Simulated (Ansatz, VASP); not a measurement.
# One calculation of CsI, two programs

File INCAR:

```
ALGO = Normal
EDIFF = 1E-6
ENCUT = 500
GGA = PE
GGA_COMPAT = False
ISIF = 2
ISMEAR = 0
LASPH = True
LCHARG = False
LREAL = False
LWAVE = False
NBANDS = 15
NELM = 120
PREC = Accurate
SIGMA = 0.05
```

The input KPOINTS:

```
k-points
0
Gamma
  8 8 8
```

Contents of POSCAR:

```
CsI
1.0
    4.6024125260      0.0000000000      0.0000000000
    0.0000000000      4.6024125260      0.0000000000
    0.0000000000      0.0000000000      4.6024125260
Cs I
1 1
Direct
    0.0000000000      0.0000000000      0.0000000000
    0.5000000000      0.5000000000      0.5000000000
```

Input for Ansatz:

```yaml
crystal:
  lattice:
    - [4.602412526, 0.0, 0.0]
    - [0.0, 4.602412526, 0.0]
    - [0.0, 0.0, 4.602412526]
  atoms:
    - { symbol: Cs, position: [0.0, 0.0, 0.0] }
    - { symbol: I, position: [0.5, 0.5, 0.5] }
basis:
  ecutwfc: 420
  ecutrho_ratio: 4
kpoints:
  mp_grid: { grid: [8, 8, 8] }
hamiltonian:
  xc: pbe
scf:
  occupations: { method: gaussian, width: 0.05 }
output:
  forces: true
  stress: true
  eigenvalues: true
```

Alike in both runs: task single point; functional PBE; k mesh 8 × 8 × 8; occupations gaussian, width 0.05 eV; no spin polarisation.

```csv
,VASP,Ansatz
version,VASP 6.6.1,Ansatz 0.2.0
potentials or method,"VASP PAW PBE potentials, release 64 (Cs_sv, I), cutoff 500 eV","scalar-relativistic, plane waves, PAW"
valence electrons in the cell,16,26
```

```tsv
	VASP	Ansatz	Ansatz less VASP
gap on the k mesh at the Fermi level (eV)	3.80	3.81	+0.013
least direct gap on the mesh (eV)	3.89	3.90	+0.010
pressure (GPa)	0.5	0.5	-0.03
```

VASP's potentials hold 16 valence electrons a cell and Ansatz's 26, so a difference there can come from the potentials and not from the codes.

Neither program's run includes spin-orbit coupling.
